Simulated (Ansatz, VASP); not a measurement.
Two plane-wave programs on Cu

The input INCAR:

```
PREC     = Accurate       # precision mode
ENCUT    = 520            # plane-wave cutoff, eV
EDIFF    = 1E-6           # SCF threshold, eV
ISMEAR   = 0              # smearing method
SIGMA    = 0.15           # smearing width, eV
LREAL    = F              # projectors in reciprocal space
LASPH    = T              # aspherical terms in the spheres
NELM     = 60             # most SCF steps
ALGO     = Normal         # electronic algorithm
ISIF     = 2              # what is computed and relaxed
LWAVE    = F              # write WAVECAR
LCHARG   = F              # write CHGCAR
NBANDS   = 12             # bands
```

The input KPOINTS:

```
regular mesh
0
Gamma
  22 22 22
```

The input POSCAR:

```
Cu
1.0
   -1.4095500000      1.4095500000      1.3578500000
    1.4095500000     -1.4095500000      1.3578500000
    1.4095500000      1.4095500000     -1.3578500000
Cu
1
Direct
    0.0000000000      0.0000000000      0.0000000000
```

Input for Ansatz:

```yaml
crystal:
  lattice:
    - [-1.40955, 1.40955, 1.35785]
    - [1.40955, -1.40955, 1.35785]
    - [1.40955, 1.40955, -1.35785]
  atoms:
    - { symbol: Cu, position: [0.0, 0.0, 0.0] }
basis:
  ecutwfc: 520.0
kpoints:
  mp_grid: { grid: [22, 22, 22] }
hamiltonian:
  xc: lda
  pseudopotentials: { kind: paw, azcp: { folder: soft_1 } }
scf:
  occupations: { method: gaussian, width: 0.15 }
output:
  forces: true
  stress: true
  eigenvalues: true
```

Alike in both runs: task single point; functional LDA; k mesh 22 × 22 × 22; occupations gaussian, width 0.15 eV; no spin polarisation.

|  | VASP | Ansatz |
| --- | --- | --- |
| version | VASP 6.6.1 | Ansatz 0.2.0 |
| potentials or method | VASP PAW LDA potentials, release 64 (Cu), cutoff 520 eV | scalar-relativistic, plane waves, PAW |
| valence electrons in the cell | 11 | 19 |

```csv
,VASP,Ansatz,Ansatz less VASP
gap on the k mesh at the Fermi level (eV),none,none,-
pressure (GPa),3.3,2.3,-0.93
"traceless stress, the component that is largest in VASP (GPa)",-0.26,-0.25,+0.012
```

Ansatz warns that its potentials were made for another functional, while VASP's fit it. LDA's correlation is that of Perdew and Zunger in VASP and of Perdew and Wang (1992) in Ansatz. A gap of «none» marks a metal or a gap that the smearing closes. VASP's potentials hold 11 valence electrons a cell and Ansatz's 19, so a difference there can come from the potentials and not from the codes.
